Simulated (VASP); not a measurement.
# Cr: relaxation of cell and atoms with PBE

Crystal: Cr.

```
Cr
1.0
    -1.43265    1.43265    1.43265
     1.43265   -1.43265    1.43265
     1.43265    1.43265   -1.43265
Cr
1
Direct
  0.00000 0.00000 0.00000
```

- Program: VASP 6.6.1
- Task: relaxation of cell and atoms
- Functional: PBE
- Potentials or basis: VASP PAW PBE potentials, release 64 (Cr_pv)
- Cutoff: 600 eV
- k mesh: 21 × 21 × 21
- Occupations: fermi-dirac, width 0.08 eV
- Spin: collinear spin, ferromagnetic start
- Starting moments: [2.0] μB
- Dipole correction: no
- Further INCAR settings: ALGO = Normal; EDIFF = 1e-06; IBRION = 2; EDIFFG = -0.005; NSW = 60; ISIF = 3

```yaml
Relaxed_volume: 11.53 Å³/atom
Relaxed_cell: a = 2.465 Å, b = 2.465 Å, c = 2.465 Å, α = 109.47°, β = 109.47°, γ = 109.47°
Space_group_after_relaxing_to_0.1_Å: Im-3m (No. 229)
Energy_gained_by_relaxing: 3.6 meV/atom
Ionic_steps: 3
Pressure_after_relaxing: 0.0 GPa
Band_gap_on_the_k_mesh: zero (filled and empty bands overlap)
Net_moment: 0.00 μB per cell
Valence_electrons_inside_the_program's_atomic_spheres: Cr 11.06
```

Step by step:
```tsv
step	energy change (eV)	largest force (eV/Å)	pressure (GPa)	volume (Å³)
1	0.0000	0.0000	-4.89	11.76
2	0.0066	0.0000	9.04	11.16
3	-0.0036	0.0000	-0.04	11.53
```

Final structure:
```
Cr
1.0
    -1.42331    1.42331    1.42331
     1.42331   -1.42331    1.42331
     1.42331    1.42331   -1.42331
Cr
1
Direct
  0.00000 0.00000 0.00000
```

Levels at points of the mesh, in eV from the Fermi level:
Spin up:
```
           k point  band 2  band 3  band 4  band 5  band 6  band 7  band 8  band 9  band 10  band 11
(0.00, 0.00, 0.00)  -42.74  -42.74   -7.87   -0.92   -0.92   -0.92    1.13    1.13     7.10    22.31
```
Spin down:
```tsv
k point	band 4	band 5	band 6	band 7	band 8	band 9
(0.00, 0.00, 0.00)	-7.87	-0.92	-0.92	-0.92	1.13	1.13
```

Wall time 59 s on 1 thread of Intel(R) Xeon(R) 6975P-C (Granite Rapids), on a shared host, peak memory 0.19 GiB.

Caveat: the moments typed at the start vanished in this run.
